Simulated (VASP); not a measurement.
# TaCrS3 in VASP: notebook, part 2 of 2

VASP 6.6.1. Earlier steps stand in the parts before.

### 4 Single point, PBE, collinear spin, ferromagnetic start

This run uses another cell than the first one, of 22.00 Å³/atom.

File INCAR:

```
SYSTEM = TaCrS3
ALGO     = Normal         ! electronic algorithm
EDIFF    = 1E-6           ! SCF threshold, eV
ENCUT    = 520            ! plane-wave cutoff, eV
GGA      = PE             ! functional
ISIF     = 2              ! what is computed and relaxed
ISMEAR   = 0              ! smearing method
ISPIN    = 2              ! spin polarisation
LASPH    = .True.         ! aspherical terms in the spheres
LCHARG   = .True.         ! write CHGCAR
LELF     = .True.         ! ELF
LMAXMIX  = 4              ! l up to which the mixer works
LORBIT   = 11             ! projections on sites
LREAL    = .False.        ! projectors in reciprocal space
LVHAR    = .True.       
LWAVE    = .False.        ! write WAVECAR
MAGMOM   = 0 4.88 0 0 0   ! initial moments
NBANDS   = 32             ! bands
NELM     = 150            ! most SCF steps
PREC     = Accurate       ! precision mode
SIGMA    = 0.1            ! smearing width, eV
```

File KPOINTS:

```
k-points
0
Gamma
  8 8 8
  0 0 0
```

File POSCAR:

```
TaCrS3
1.0
    4.7916019530      0.0000000000      0.0000000000
    0.0000000000      4.7916019530      0.0000000000
    0.0000000000      0.0000000000      4.7916019530
Ta Cr S
1 1 3
Direct
    0.5000000000      0.5000000000      0.5000000000
    0.0000000000      0.0000000000      0.0000000000
    0.5000000000      0.5000000000      0.0000000000
    0.5000000000      0.0000000000      0.5000000000
    0.0000000000      0.5000000000      0.5000000000
```

Potentials or basis: VASP PAW PBE potentials, release 64 (Ta_pv, Cr_pv, S).

Launch:

```sh
$ cat potpaw_PBE.64/Ta_pv/POTCAR potpaw_PBE.64/Cr_pv/POTCAR potpaw_PBE.64/S/POTCAR > POTCAR
$ mpirun -np 1 vasp_std > vasp.out
```

OUTCAR:

```text
SYSTEM = TaCrS3
   EDIFF = 1E-6
   ENCUT = 520
   GGA = PE
   ISIF = 2
   ISMEAR = 0
   ISPIN = 2
   LASPH = .True.
   LORBIT = 11
   LREAL = .False.
   NELM = 150
   PREC = Accurate

 ion  position               nearest neighbor table
   1  0.500  0.500  0.500-   3 2.40   4 2.40   5 2.40   3 2.40   4 2.40   5 2.40
   2  0.000  0.000  0.000-
   3  0.500  0.500  0.000-   1 2.40   1 2.40
   4  0.500  0.000  0.500-   1 2.40   1 2.40
   5  0.000  0.500  0.500-   1 2.40   1 2.40

  LATTYP: Found a simple cubic cell.
 ALAT       =     4.7916019530

  Lattice vectors:

[... 1911 lines left out ...]
     0.000000000  0.000000000  4.791601953     0.000000000  0.000000000  0.208698471

 POSITION                                       TOTAL-FORCE (eV/Angst)
 -----------------------------------------------------------------------------------
      2.39580      2.39580      2.39580         0.000000      0.000000      0.000000
      0.00000      0.00000      0.00000         0.000000      0.000000      0.000000
      2.39580      2.39580      0.00000         0.000000      0.000000      0.000000
      2.39580      0.00000      2.39580         0.000000      0.000000      0.000000
      0.00000      2.39580      2.39580         0.000000      0.000000      0.000000
 -----------------------------------------------------------------------------------
    total drift:                                0.000000      0.000000      0.000000

  FREE ENERGIE OF THE ION-ELECTRON SYSTEM (eV)
  ---------------------------------------------------
  free  energy   TOTEN  =       -34.1292177995 eV

  energy  without entropy=      -34.1032590821  energy(sigma->0) =      -34.11623844

 total charge

# of ion       s       p       d       tot
------------------------------------------
    1        0.311   6.225   2.244   8.780
    2        0.075   6.016   4.251  10.342
    3        1.338   2.423   0.000   3.761
    4        1.338   2.423   0.000   3.761
    5        1.338   2.423   0.000   3.761
--------------------------------------------------
tot          4.399  19.509   6.495  30.404

 magnetization (x)

# of ion       s       p       d       tot
------------------------------------------
    1        0.003   0.001   0.058   0.062
    2        0.033   0.011   4.161   4.205
    3        0.002  -0.042   0.000  -0.040
    4        0.002  -0.042   0.000  -0.040
    5        0.002  -0.042   0.000  -0.040
--------------------------------------------------
tot          0.040  -0.114   4.219   4.146
```

Run time: 2 min. Hardware: 1 thread of Intel Xeon 6975P-C (Granite Rapids), shared host; peak memory 0.37 GiB.

What came out:

| Item | Value |
| --- | --- |
| Free energy | -34.1292 eV |
| Pressure | 0.0 GPa |
| Net moment | 4.60 μB per cell |
| Site moments | Ta +0.06; Cr +4.21; S -0.04 μB |
| Valence electrons inside the program's atomic spheres | Ta 8.78; Cr 10.34; S 3.76 |

Levels at points of the mesh, in eV from the Fermi level:
Spin up:
```
           k point  band 20  band 21  band 22  band 23  band 24  band 25  band 26  band 27
(0.00, 0.00, 0.00)    -1.04    -1.04    -0.74    -0.74    -0.24    -0.24    -0.24    -0.18
(0.50, 0.00, 0.00)    -0.62    -0.52    -0.02     0.03     0.03     1.87     2.15     2.15
(0.50, 0.50, 0.00)    -0.52    -0.27    -0.27     0.19     1.32     2.26     2.26     2.43
(0.50, 0.50, 0.50)    -0.49    -0.21    -0.21    -0.21    -0.17     2.48     2.48     2.48
```
Spin down:
```
           k point  band 16  band 17  band 18  band 19  band 20  band 21
(0.00, 0.00, 0.00)    -1.04    -1.04    -1.04    -0.81    -0.81    -0.81
(0.50, 0.00, 0.00)    -2.29    -1.28    -1.28    -0.71     1.88     2.18
(0.50, 0.50, 0.00)    -2.65    -2.65    -0.38     2.11     2.11     2.19
(0.50, 0.50, 0.50)    -0.30    -0.30    -0.30     1.33     2.64     2.64
```

Caveat: spin-orbit coupling is left out, which moves the levels of the heavy elements; a cell with one magnetic atom can't hold antiferromagnetic order, which such compounds often take. With open d or f shells a metallic result of PBE can be an artefact of self-interaction; +U or a hybrid may open a gap.

### 5 Overview

| cell | k mesh | gap on the mesh (eV) | pressure (GPa) | moment (μB) |
| --- | --- | --- | --- | --- |
| a = 4.785 Å, 5 atoms, atomic positions A | 4 × 4 × 4 | none | 0.1 | 4.63 |
| a = 4.483 Å, 5 atoms, atomic positions B | 8 × 8 × 8 | none | 0.0 | 4.65 |
| a = 4.792 Å, 5 atoms, atomic positions A | 8 × 8 × 8 | none | 0.0 | 4.60 |

Alike in all rows: task single point; level PBE; potentials or basis VASP PAW PBE potentials, release 64 (Ta_pv, Cr_pv, S); spin collinear, ferromagnetic start; cutoff (eV) 520; smearing gaussian 0.1 eV.

Caveats: spin-orbit coupling is left out, which moves the levels of the heavy elements; a cell with one magnetic atom can't hold antiferromagnetic order, which such compounds often take.

Total energies depend on the potentials used, so only differences within one code and one set of settings carry meaning.
